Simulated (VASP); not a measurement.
The system is TaN.

```
Ta N
1.0
     5.25931    0.00000    0.00000
    -2.62966    4.55470    0.00000
     0.00000    0.00000    2.94627
Ta N
3 3
Cartesian
  0.0000 0.0000 0.0000
  0.0000 3.0365 1.4731
  2.6297 1.5182 1.4731
  2.6297 0.0000 0.0000
  1.3148 2.2773 0.0000
  -1.3148 2.2773 0.0000
```

Base run:

- Program: VASP 6.6.1
- Functional: r2SCAN
- Potentials or basis: VASP PAW PBE potentials, release 64 (Ta_sv_GW, N)
- Cutoff: 660 eV
- k mesh: 5 × 5 × 8
- Occupations: gaussian, width 0.1 eV
- Spin: no spin polarisation

Its results: band gap on the k mesh zero (band 27 reaches 12.62 eV, above the bottom of band 28 at 10.56 eV); pressure -7.4 GPa.

The run is repeated on the same cell with these changes: potentials or basis from VASP PAW PBE potentials, release 64 (Ta_sv_GW, N) to VASP PAW PBE potentials, release 64 (Ta_pv, N); cutoff from 660 eV to 520 eV; further incar settings from ALGO = Normal; EDIFF = 1e-06; NBANDS = 36 to ALGO = Normal; EDIFF = 1e-06; NBANDS = 33; valence electrons from 54 to 48. What comes out?

Band gap on the k mesh zero (band 24 reaches 8.78 eV, above the bottom of band 25 at 6.70 eV); pressure -6.0 GPa.

Caveats: the PAW data sets were made with another functional, which shifts forces and pressure a little; spin-orbit coupling is left out, which moves the levels of the heavy elements.
